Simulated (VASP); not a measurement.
Runs of VASP 6.6.1 on HfN (rocksalt type). The structure is that of space group Fm-3m (No. 225), or close to it. The cells are those of the table. 

```tsv
task	cell	cutoff (eV)	gap on the mesh (eV)	pressure (GPa)
single point	a = 3.183 Å, angles 60.0°, 2 atoms	520	none	-2.1
single point	a = 3.118 Å, angles 60.0°, 2 atoms	520	none	(b)
single point	a = 2.743 Å, angles 60.0°, 2 atoms	520	none	(a)
single point	a = 2.955 Å, angles 60.0°, 2 atoms	520	none	100.3
single point	a = 2.853 Å, angles 60.0°, 2 atoms	520	none	186.9
relaxation of cell and atoms	relaxed from a = 3.047 Å, angles 60.0°, 2 atoms	600	none	0.0
```

Alike in all rows: level PBEsol; potentials or basis VASP PAW PBE potentials, release 64 (Hf_pv, N); no spin polarisation; k mesh 15 × 15 × 15; smearing fermi-dirac 0.08 eV.

Fill in the values left out.

(a) 327.7; (b) 17.9.

Caveats: the PAW data sets were made with another functional, which shifts forces and pressure a little; spin-orbit coupling is left out, which moves the levels of the heavy elements.

A k mesh can miss the band edges, and the runs leave out spin-orbit coupling on Hf.

A gap of «none» marks levels without a gap at the run's occupations.
